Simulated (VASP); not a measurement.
# WS2 (R3m) in VASP: notebook, part 2 of 3

VASP 6.6.1. Earlier steps stand in the parts before.

**3. Single point, PBE+D3(BJ)**

This run uses another cell than the first one, of 18.21 Å³/atom.

Contents of INCAR:

```
ALGO = Normal
EDIFF = 1E-6
ENCUT = 520
GGA = PE
ISIF = 2
ISMEAR = 0
IVDW = 12
LASPH = T
LCHARG = T
LELF = T
LREAL = F
LVHAR = T
LWAVE = F
NBANDS = 20
NELM = 100
PREC = Accurate
SIGMA = 0.05
```

Contents of KPOINTS:

```
k-points
0
Gamma
  12 12 12
```

Contents of POSCAR:

```
WS2
1.0
    1.5785988138      0.9114044501      6.3294666667
   -1.5785988138      0.9114044501      6.3294666667
    0.0000000000     -1.8228089002      6.3294666667
W S
1 2
Direct
    0.9993440419      0.9993440419      0.9993440419
    0.7527816504      0.7527816504      0.7527816504
    0.5791743077      0.5791743077      0.5791743077
```

Potentials or basis: VASP PAW PBE potentials, release 64 (W_sv, S).

On the command line:

```
$ cat potpaw_PBE.64/W_sv/POTCAR potpaw_PBE.64/S/POTCAR > POTCAR
$ mpirun -np 1 vasp_std > vasp.out
```

OUTCAR:

```text
EDIFF = 1E-6
   ENCUT = 520
   GGA = PE
   ISIF = 2
   ISMEAR = 0
   IVDW = 12
   LASPH = T
   LREAL = F
   NELM = 100
   PREC = Accurate
 IVDW          = 12

 ion  position               nearest neighbor table
   1  0.999  0.999  0.999-   2 2.46   2 2.46   2 2.46   3 2.46   3 2.46   3 2.46
   2  0.753  0.753  0.753-   1 2.46   1 2.46   1 2.46
   3  0.579  0.579  0.579-   1 2.46   1 2.46   1 2.46

  LATTYP: Found a trigonal (rhomboedric) cell.
 ALAT       =     6.5867124251
 COS(alpha) =     0.8851221934

  Lattice vectors:

 A1 = (   1.5785988138,   0.9114044501,   6.3294666667)
 A2 = (  -1.5785988138,   0.9114044501,   6.3294666667)
 A3 = (   0.0000000000,  -1.8228089002,   6.3294666667)

Analysis of symmetry for initial positions (statically):
=====================================================================
 Subroutine PRICEL returns:
 Original cell was already a primitive cell.

 Routine SETGRP: Setting up the symmetry group for a
 trigonal (rhombohedral) supercell.

 Subroutine GETGRP returns: Found  6 space group operations
 (whereof  6 operations were pure point group operations)
 out of a pool of 12 trial point group operations.

The static configuration has the point symmetry C_3v.

Analysis of symmetry for dynamics (positions and initial velocities):
=====================================================================
 Subroutine PRICEL returns:
 Original cell was already a primitive cell.

 Routine SETGRP: Setting up the symmetry group for a
 trigonal (rhombohedral) supercell.

 Subroutine GETGRP returns: Found  6 space group operations
 (whereof  6 operations were pure point group operations)
 out of a pool of 12 trial point group operations.

The dynamic configuration has the point symmetry C_3v.

 Subroutine INISYM returns: Found  6 space group operations
 (whereof  6 operations are pure point group operations),
 and found     1 'primitive' translations

[... 113 lines left out ...]
   IALGO  =     38    algorithm
   IMIX   =      4    mixing-type and parameters
     AMIX     =   0.40;   BMIX     =  1.00
     AMIX_MAG =   1.60;   BMIX_MAG =  1.00
  volume/ion in A,a.u.               =      18.21       122.91
  Fermi-wavevector in a.u.,A,eV,Ry     =   1.278102  2.415263 22.225726  1.633545
  Thomas-Fermi vector in A             =   2.410664
   LORBIT       =      0    0 simple, 1 ext, 2 COOP (PROOUT), +10 PAW based schemes
   GGA     = PE    functional components
   LHFCALC =     F    Hartree Fock is set to
   AEXX    =    0.0000 exact exchange contribution
   IVDW    =    12    specifies the selected vdW correction
   LEPSILON=     F    determine dielectric tensor
   LRPA    =     F    only Hartree local field effects (RPA)
 non-spin polarized calculation
 Gauss-broadening in eV      SIGMA  =   0.05
  energy-cutoff  :      520.00
  volume of cell :       54.64
 maximum number of plane-waves:      1492
 NGX is ok and might be reduce to    50
   NGX = 25   NGY = 25   NGZ = 25

 number of electron      25.9999999 magnetization

 Free energy of the ion-electron system (eV)
  ---------------------------------------------------
  ext. energy  EPLUGINS =         0.00000000
  ---------------------------------------------------
  free energy    TOTEN  =       -23.54168822 eV

  energy without entropy =      -23.54168822  energy(sigma->0) =      -23.54168822

 E-fermi :   7.2400     XC(G=0): -10.8616

 val. band max:        6.8494035728   @ k =   0.5000   0.5000   0.5000
 cond. band min:       7.9403856138   @ k =  -0.1667   0.1667   0.0000
 fundamental gap:      1.0909820409
 Fermi energy:         7.2399735788

 k-point     1 :       0.0000    0.0000    0.0000
  band No.  band energies     occupation
      1     -67.5388      2.00000
      2     -31.7632      2.00000
      3     -31.5690      2.00000
      4     -31.5690      2.00000
      5      -8.1677      2.00000
      6      -6.4761      2.00000
[... 541 lines left out ...]
     19      14.9920      0.00000
     20      15.4747      0.00000

 [... further k-points ...]

------------------------ aborting loop because EDIFF is reached ----------------------------------------

 Edisp (eV)   -1.24618

 E8    (eV) :    -0.5235

  FORCE on cell =-STRESS in cart. coord.  units (eV):
  Direction    XX          YY          ZZ          XY          YZ          ZX
  --------------------------------------------------------------------------------------
  -------------------------------------------------------------------------------------
  Total      -1.54320    -1.54320    -4.70100     0.00000     0.00000    -0.00000
  in kB     -45.25145   -45.25145  -137.84757     0.00000     0.00000    -0.00000
  external pressure =      -76.12 kB  Pullay stress =        0.00 kB

 VOLUME and BASIS-vectors are now :
 -----------------------------------------------------------------------------
  energy-cutoff  :      520.00
  volume of cell :       54.64
      direct lattice vectors                 reciprocal lattice vectors
     1.578598814  0.911404450  6.329466667     0.316736587  0.182867954  0.052663732
    -1.578598814  0.911404450  6.329466667    -0.316736587  0.182867954  0.052663732
     0.000000000 -1.822808900  6.329466667     0.000000000 -0.365735907  0.052663732

 POSITION                                       TOTAL-FORCE (eV/Angst)
 -----------------------------------------------------------------------------------
      0.00000      0.00000     18.97594         0.000000     -0.000000     -0.000857
      0.00000      0.00000     14.29412         0.000000      0.000000     -1.300573
      0.00000      0.00000     10.99759         0.000000      0.000000      1.301429
 -----------------------------------------------------------------------------------
    total drift:                               -0.000000     -0.000000     -0.000232

  FREE ENERGIE OF THE ION-ELECTRON SYSTEM (eV)
  ---------------------------------------------------
  free  energy   TOTEN  =       -24.7878706698 eV

  energy  without entropy=      -24.7878706698  energy(sigma->0) =      -24.78787067
```

Wall time 5.4 min (1 thread of AMD EPYC 9R45 (Zen 5), shared host); peak memory 0.43 GiB.

Results:

```yaml
Free_energy: -24.7879 eV
Pressure: -7.6 GPa
Largest_force: 1.301 eV/Å
Band_gap_on_the_k_mesh: 1.09 eV (least direct gap 2.10 eV)
Dispersion_energy_per_atom: -0.415 eV
```

Forces in eV/Å, atoms in the order of the input:
```
W    0.000  0.000 -0.001
S    0.000  0.000 -1.301
S    0.000  0.000  1.301
```

Stress tensor (GPa, compression positive):
```
 -4.53   0.00   0.00
  0.00  -4.53   0.00
  0.00   0.00 -13.78
```

Caveat: the cell stands under tension; spin-orbit coupling is left out, which moves the levels of the heavy elements; forces of over 1 eV/Å act on the atoms, so gaps and moduli don't describe the material at rest. A k mesh can miss the band edges.

**4. Single point, PBE+D3(BJ)**

This run uses another cell than the first one, of 18.29 Å³/atom.

Contents of INCAR:

```
ALGO = Normal ; EDIFF = 1E-7
ENCUT = 520 ; GGA = PE
ISIF = 2 ; ISMEAR = 0
IVDW = 12 ; LASPH = True
LCHARG = False ; LREAL = False
LWAVE = False ; NBANDS = 20
NELM = 100 ; PREC = Accurate
SIGMA = 0.05
```

KPOINTS is that of step 3.

Contents of POSCAR:

```
WS2
1.0
    1.5470500000      0.8931897339      6.6193666667
   -1.5470500000      0.8931897339      6.6193666667
    0.0000000000     -1.7863794679      6.6193666667
W S
1 2
Direct
    0.9993440419      0.9993440419      0.9993440419
    0.7527816504      0.7527816504      0.7527816504
    0.5791743077      0.5791743077      0.5791743077
```

Potentials or basis: VASP PAW PBE potentials, release 64 (W_sv, S).

On the command line:

```
$ cat potpaw_PBE.64/W_sv/POTCAR potpaw_PBE.64/S/POTCAR > POTCAR
$ mpirun -np 1 vasp_std > vasp.out
```

OUTCAR:

```text
EDIFF = 1E-7
   ENCUT = 520
   GGA = PE
   ISIF = 2
   ISMEAR = 0
   IVDW = 12
   LASPH = True
   LREAL = False
   NELM = 100
   PREC = Accurate
 IVDW          = 12

 ion  position               nearest neighbor table
   1  0.999  0.999  0.999-   2 2.48   2 2.48   2 2.48   3 2.48   3 2.48   3 2.48
   2  0.753  0.753  0.753-   1 2.48   1 2.48   1 2.48
   3  0.579  0.579  0.579-   1 2.48   1 2.48   1 2.48

  LATTYP: Found a trigonal (rhomboedric) cell.
 ALAT       =     6.8561772637
 COS(alpha) =     0.8981702633

  Lattice vectors:

 A1 = (   1.5470500000,   0.8931897339,   6.6193666667)
 A2 = (  -1.5470500000,   0.8931897339,   6.6193666667)
 A3 = (   0.0000000000,  -1.7863794679,   6.6193666667)

Analysis of symmetry for initial positions (statically):
=====================================================================
 Subroutine PRICEL returns:
 Original cell was already a primitive cell.

 Routine SETGRP: Setting up the symmetry group for a
 trigonal (rhombohedral) supercell.

 Subroutine GETGRP returns: Found  6 space group operations
 (whereof  6 operations were pure point group operations)
[... 164 lines left out ...]

  energy without entropy =      -23.30850855  energy(sigma->0) =      -23.30850855

 E-fermi :   6.7643     XC(G=0): -10.8292

 val. band max:        6.5153287993   @ k =  -0.1667   0.5000   0.1667
 cond. band min:       7.5869261614   @ k =  -0.1667   0.1667   0.0000
 fundamental gap:      1.0715973621
 Fermi energy:         6.7643187120

 k-point     1 :       0.0000    0.0000    0.0000
  band No.  band energies     occupation
      1     -67.5813      2.00000
      2     -31.8281      2.00000
      3     -31.5530      2.00000
      4     -31.5530      2.00000
      5      -8.2109      2.00000
      6      -6.7629      2.00000
[... 541 lines left out ...]
     19      14.7854      0.00000
     20      15.5870      0.00000

 [... further k-points ...]

------------------------ aborting loop because EDIFF is reached ----------------------------------------

 Edisp (eV)   -1.23916

 E8    (eV) :    -0.5207

  FORCE on cell =-STRESS in cart. coord.  units (eV):
  Direction    XX          YY          ZZ          XY          YZ          ZX
  --------------------------------------------------------------------------------------
  -------------------------------------------------------------------------------------
  Total      -0.43126    -0.43126    -7.84355     0.00000     0.00000     0.00000
  in kB     -12.59012   -12.59012  -228.98528     0.00000     0.00000     0.00000
  external pressure =      -84.72 kB  Pullay stress =        0.00 kB

 VOLUME and BASIS-vectors are now :
 -----------------------------------------------------------------------------
  energy-cutoff  :      520.00
  volume of cell :       54.88
      direct lattice vectors                 reciprocal lattice vectors
     1.547050000  0.893189734  6.619366667     0.323195760  0.186597159  0.050357285
    -1.547050000  0.893189734  6.619366667    -0.323195760  0.186597159  0.050357285
     0.000000000 -1.786379468  6.619366667     0.000000000 -0.373194318  0.050357285

 POSITION                                       TOTAL-FORCE (eV/Angst)
 -----------------------------------------------------------------------------------
      0.00000     -0.00000     19.84507         0.000000      0.000000     -0.003094
      0.00000     -0.00000     14.94881         0.000000      0.000000     -2.087232
      0.00000     -0.00000     11.50130         0.000000     -0.000000      2.090326
 -----------------------------------------------------------------------------------
    total drift:                               -0.000000      0.000000      0.000169

  FREE ENERGIE OF THE ION-ELECTRON SYSTEM (eV)
  ---------------------------------------------------
  free  energy   TOTEN  =       -24.5476723462 eV

  energy  without entropy=      -24.5476723462  energy(sigma->0) =      -24.54767235
```

stdout:

```text
POSCAR found type information on POSCAR W S
 POSCAR found :  2 types and       3 ions
 scaLAPACK will be used
 LDA part: xc-table for (Slater+PW92), standard interpolation
 POSCAR, INCAR and KPOINTS ok, starting setup
 FFT: planning ... GRIDC
 FFT: planning ... GRID_SOFT
 FFT: planning ... GRID
 WAVECAR not read
 entering main loop
```

It took 7.3 min on 1 thread of AMD EPYC 9R45 (Zen 5), shared host; peak memory 0.45 GiB.

Results:

```yaml
Free_energy: -24.5477 eV
Pressure: -8.5 GPa
Largest_force: 2.090 eV/Å
Band_gap_on_the_k_mesh: 1.07 eV (least direct gap 1.88 eV)
Dispersion_energy_per_atom: -0.413 eV
```

Forces on the atoms (eV/Å):
```
W    0.000  0.000 -0.003
S    0.000  0.000 -2.087
S    0.000  0.000  2.090
```

Levels at points of the mesh, in eV from the valence-band top:
```csv
k point,band 9,band 10,band 11,band 12,band 13,band 14,band 15,band 16,band 17,band 18
"(0.00, 0.00, 0.00)",-2.01,-1.69,-1.33,-0.84,-0.84,2.83,2.83,2.99,2.99,5.58
"(0.50, 0.00, 0.00)",-4.47,-2.80,-2.45,-1.22,-0.65,2.87,3.36,4.02,4.05,5.38
"(0.50, 0.50, 0.00)",-4.23,-2.91,-2.73,-1.02,-0.81,3.11,3.34,3.63,4.38,5.73
"(0.50, 0.50, 0.50)",-2.02,-2.02,-0.81,-0.81,-0.24,2.73,2.73,3.06,3.06,6.07
```

Caveat: the cell stands under tension; spin-orbit coupling is left out, which moves the levels of the heavy elements; forces of over 1 eV/Å act on the atoms, so gaps and moduli don't describe the material at rest. A k mesh can miss the band edges.

**5. Single point, PBE+D3(BJ)**

This run uses another cell than the first one, of 15.78 Å³/atom.

Contents of INCAR:

```
ALGO = Normal
EDIFF = 1E-6
ENCUT = 520
GGA = PE
ISIF = 2
ISMEAR = 0
IVDW = 12
LASPH = T
LCHARG = T
LELF = T
LREAL = F
LVHAR = T
LWAVE = F
NBANDS = 20
NELM = 80
PREC = Accurate
SIGMA = 0.05
```

KPOINTS is that of step 4.

Contents of POSCAR:

```
WS2
1.0
    1.6259500000      0.9387426702      5.1698666667
   -1.6259500000      0.9387426702      5.1698666667
    0.0000000000     -1.8774853404      5.1698666667
W S
1 2
Direct
    0.9993440419      0.9993440419      0.9993440419
    0.7527816504      0.7527816504      0.7527816504
    0.5791743077      0.5791743077      0.5791743077
```

On the command line:

```
$ cat potpaw_PBE.64/W_sv/POTCAR potpaw_PBE.64/S/POTCAR > POTCAR
$ mpirun -np 1 vasp_std > vasp.out
```

It took 13 min on 1 thread of Intel Xeon 8259CL, shared host; peak memory 0.38 GiB.

The run converged. Its results:

```yaml
Free_energy: -23.9016 eV
Pressure: 22.2 GPa
Largest_force: 4.072 eV/Å
Band_gap_on_the_k_mesh: zero (bands 13 and 14 overlap by 1.10 eV)
Dispersion_energy_per_atom: -0.486 eV
```

Forces on the atoms (eV/Å):
```
W    0.000  0.000  0.045
S    0.000  0.000  4.027
S    0.000  0.000 -4.072
```

Stress tensor (GPa, compression positive):
```
10.71  0.00  0.00
 0.00 10.71  0.00
 0.00  0.00 45.21
```

Levels at points of the mesh, in eV from the Fermi level:
| k point | band 11 | band 12 | band 13 | band 14 | band 15 | band 16 |
| --- | --- | --- | --- | --- | --- | --- |
| (0.00, 0.00, 0.00) | -3.91 | -0.50 | 0.13 | 1.35 | 1.35 | 2.70 |
| (0.50, 0.00, 0.00) | -3.22 | -2.31 | -1.81 | 1.22 | 1.39 | 3.32 |
| (0.50, 0.50, 0.00) | -3.74 | -3.06 | -2.14 | 1.00 | 1.40 | 3.00 |
| (0.50, 0.50, 0.50) | -3.77 | -3.76 | 0.64 | 1.65 | 1.65 | 2.18 |

Caveat: the cell stands under pressure; spin-orbit coupling is left out, which moves the levels of the heavy elements; forces of over 1 eV/Å act on the atoms, so gaps and moduli don't describe the material at rest.

[end of part 2 of 3]
